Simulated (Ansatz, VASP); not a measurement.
**Yb2I in VASP and in Ansatz**

INCAR

```
PREC     = Accurate       # precision mode
ENCUT    = 520            # plane-wave cutoff, eV
EDIFF    = 1E-6           # SCF threshold, eV
ISMEAR   = 0              # smearing method
SIGMA    = 0.1            # smearing width, eV
LREAL    = F              # projectors in reciprocal space
LASPH    = T              # aspherical terms in the spheres
NELM     = 100            # most SCF steps
ALGO     = Normal         # electronic algorithm
ISIF     = 2              # what is computed and relaxed
LWAVE    = F              # write WAVECAR
LCHARG   = F              # write CHGCAR
GGA      = PE             # functional
NBANDS   = 34             # bands
```

File KPOINTS:

```
Automatic mesh
0
Gamma
  9 9 12
```

The input POSCAR:

```
Yb2I
1.0
    6.0472895006      0.0000000000      0.0000000000
   -3.0236447503      5.2371063315      0.0000000000
    0.0000000000      0.0000000000      3.7695675624
Yb I
2 1
Direct
    0.6666666667      0.3333333333      0.5000000000
    0.3333333333      0.6666666667      0.5000000000
    0.0000000000      0.0000000000      0.0000000000
```

Input for Ansatz:

```yaml
crystal:
  lattice:
    - [6.0472895006, 0.0, 0.0]
    - [-3.0236447503, 5.2371063315, 0.0]
    - [0.0, 0.0, 3.7695675624]
  atoms:
    - { symbol: Yb, position: [0.6666666667, 0.3333333333, 0.5] }
    - { symbol: Yb, position: [0.3333333333, 0.6666666667, 0.5] }
    - { symbol: I, position: [0.0, 0.0, 0.0] }
basis:
  ecutwfc: 420
kpoints:
  mp_grid: { grid: [9, 9, 12] }
  band_path:
    path:
      - [[0.0, 0.0, 0.0], [0.5, 0.0, 0.0], [0.33333333, 0.33333333, 0.0], [0.0, 0.0, 0.0], [0.0, 0.0, 0.5], [0.5, 0.0, 0.5], [0.33333333, 0.33333333, 0.5], [0.0, 0.0, 0.5]]
      - [[0.5, 0.0, 0.5], [0.5, 0.0, 0.0]]
      - [[0.33333333, 0.33333333, 0.5], [0.33333333, 0.33333333, 0.0]]
    npoints: 14
hamiltonian:
  xc: pbe
scf:
  occupations: { method: gaussian, width: 0.1 }
  n_extra_bands: 7
output:
  forces: true
  stress: true
  eigenvalues: true
  populations: true
  dos: { projected: true, de: 0.02, nscf_kmesh: { grid: [11, 11, 15] } }
  bader: true
  write_density: true
  write_potential: true
  elf: true
  volumetric_format: npy
```

Alike in both runs: task single point; functional PBE; k mesh 9 × 9 × 12; occupations gaussian, width 0.1 eV; no spin polarisation.

```csv
,VASP,Ansatz
version,VASP 6.6.1,Ansatz 0.2.0
potentials or method,"VASP PAW PBE potentials, release 64 (Yb, I), cutoff 520 eV","scalar-relativistic, plane waves, PAW"
valence electrons in the cell,55,65
```

```csv
,VASP,Ansatz,Ansatz less VASP
gap on the k mesh at the Fermi level (eV),none,none,-
pressure (GPa),3.0,0.0,-2.99
"traceless stress, the component that is largest in VASP (GPa)",-1.45,0.01,+1.465
```

A gap of «none» marks a metal or a gap that the smearing closes. The functional is the same, so the differences come from potentials, cutoffs and numerics. VASP's potentials hold 55 valence electrons a cell and Ansatz's 65, so a difference there can come from the potentials and not from the codes.

Spin-orbit coupling is off throughout.
